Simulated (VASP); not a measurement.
# GaN: single point with r2SCAN

GaN:

```
Ga N
1.0
     0.00000    2.05525    2.05525
     2.05525    0.00000    2.05525
     2.05525    2.05525    0.00000
Ga N
1 1
Direct
  0.00000 0.00000 0.00000
  0.50000 0.50000 0.50000
```

This cell differs from its parent crystal: strained.

| Property | Result |
| --- | --- |
| Program | VASP 6.6.1 |
| Task | single point |
| Functional | r2SCAN |
| Potentials or basis | VASP PAW PBE potentials, release 64 (Ga_d, N) |
| Cutoff | 520 eV |
| k mesh | 12 × 12 × 12 |
| Occupations | gaussian, width 0.02 eV |
| Spin | no spin polarisation |
| Dipole correction | no |
| Further INCAR settings | ALGO = Normal; EDIFF = 1e-06; NBANDS = 16 |

| Quantity | Value |
| --- | --- |
| Pressure | 23.9 GPa |
| Band gap on the k mesh | 1.68 eV, indirect (least direct gap 4.47 eV) |

Levels at points of the mesh, in eV from the valence-band top:
| k point | band 6 | band 7 | band 8 | band 9 | band 10 | band 11 | band 12 | band 13 |
| --- | --- | --- | --- | --- | --- | --- | --- | --- |
| (0.00, 0.00, 0.00) | -14.26 | -0.63 | -0.63 | -0.63 | 3.84 | 15.97 | 15.97 | 15.97 |
| (0.50, 0.00, 0.00) | -14.07 | -8.80 | -0.17 | -0.17 | 5.75 | 10.33 | 10.33 | 11.54 |
| (0.50, 0.50, 0.00) | -11.31 | -7.91 | -3.45 | -3.45 | 1.68 | 8.61 | 13.97 | 16.84 |

It took 75 s on 1 thread of Intel Xeon 8259CL, on a shared host, peak memory 0.16 GiB.

Caveat: the cell differs from its parent crystal (strained); the PAW data sets were made with another functional, which shifts forces and pressure a little. A k mesh can miss the band edges.
